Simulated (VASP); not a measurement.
Ag: single point with PBEsol

Ag, a slab with vacuum:

```
CELL_PARAMETERS angstrom
2.86695 0.00000 0.00000
0.00000 4.05448 0.00000
0.00000 0.00000 18.86700
ATOMIC_POSITIONS crystal
Ag 0.00000 0.00000 0.42699
Ag 0.50000 0.50000 0.50000
Ag 0.00000 0.00000 0.57301
```

| Item | Value |
| --- | --- |
| Program | VASP 6.6.1 |
| Task | single point |
| Functional | PBEsol |
| Potentials or basis | VASP PAW PBE potentials, release 64 (Ag) |
| Cutoff | 520 eV |
| k mesh | 14 × 10 × 1 |
| Occupations | fermi-dirac, width 0.05 eV |
| Spin | no spin polarisation |
| Dipole correction | no |
| Further INCAR settings | ALGO = Normal; EDIFF = 1e-07; NBANDS = 24 |

```yaml
Largest_force: 0.003 eV/Å
Band_gap_on_the_k_mesh: zero (an odd number of electrons rules out a gap without spin polarisation)
```

Forces on the atoms (eV/Å):
```
Ag   0.000  0.000  0.003
Ag   0.000  0.000  0.000
Ag   0.000  0.000 -0.003
```

Levels at points of the mesh, in eV from the Fermi level:
| k point | band 14 | band 15 | band 16 | band 17 | band 18 | band 19 | band 20 | band 21 |
| --- | --- | --- | --- | --- | --- | --- | --- | --- |
| (0.00, 0.00, 0.00) | -3.24 | -3.04 | -2.71 | -1.75 | 1.22 | 3.51 | 3.90 | 4.33 |
| (0.50, 0.00, 0.00) | -2.77 | -2.72 | 0.21 | 0.34 | 2.06 | 3.87 | 5.15 | 7.55 |
| (0.00, 0.50, 0.00) | -3.02 | -2.96 | -2.77 | -2.00 | 0.49 | 0.54 | 2.40 | 5.42 |
| (0.50, 0.50, 0.00) | -2.80 | -2.74 | 1.18 | 1.55 | 4.11 | 4.68 | 4.78 | 5.13 |

It took 3.7 min on 1 thread of Intel(R) Xeon(R) Platinum 8559C (Emerald Rapids), with other jobs on the host, peak memory 0.41 GiB.

Caveat: there is no dipole correction, which matters where the two faces differ; the PAW data sets were made with another functional, which shifts forces and pressure a little.
